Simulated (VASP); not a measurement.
A run of VASP 6.6.1 is set up as follows.

INCAR

```
SYSTEM = Si3F4
PREC = Accurate
ENCUT = 520
EDIFF = 1E-7
ISMEAR = 0
SIGMA = 0.1
LREAL = .FALSE.
LASPH = .TRUE.
NELM = 150
ALGO = Normal
ISIF = 2
LWAVE = .FALSE.
LCHARG = .TRUE.
ISPIN = 2
MAGMOM = 0 0 0 1 1 1 1
LORBIT = 11
GGA = PE
LELF = .TRUE.
LVHAR = .TRUE.
NBANDS = 33
```

Contents of KPOINTS:

```
regular mesh
0
G
  4 4 4
  0 0 0
```

File POSCAR:

```
Si3F4
1.0
    0.0000000000      3.8305726005      3.8305726005
    3.8305726005      0.0000000000      3.8305726005
    3.8305726005      3.8305726005      0.0000000000
Si F
3 4
Direct
    0.2500000000      0.2500000000      0.2500000000
    0.0000000000      0.0000000000      0.0000000000
    0.5000000000      0.5000000000      0.5000000000
    0.8807912804      0.3576261589      0.8807912804
    0.8807912804      0.8807912804      0.8807912804
    0.3576261589      0.8807912804      0.8807912804
    0.8807912804      0.8807912804      0.3576261589
```

Potentials or basis: VASP PAW PBE potentials, release 64 (Si, F).

Run with:

```bash
$ cat potpaw_PBE.64/Si/POTCAR potpaw_PBE.64/F/POTCAR > POTCAR
$ mpirun -np 1 vasp_std > vasp.out
```

(1) Predict the net moment.

(2) What does it give for the largest force?

(3) What does it give for the pressure?

(4) Estimate the band gap on the k mesh.

Answers

(1) 0.00 μB per cell.

(2) 0.243 eV/Å.

(3) 0.4 GPa.

(4) zero (filled and empty bands overlap).
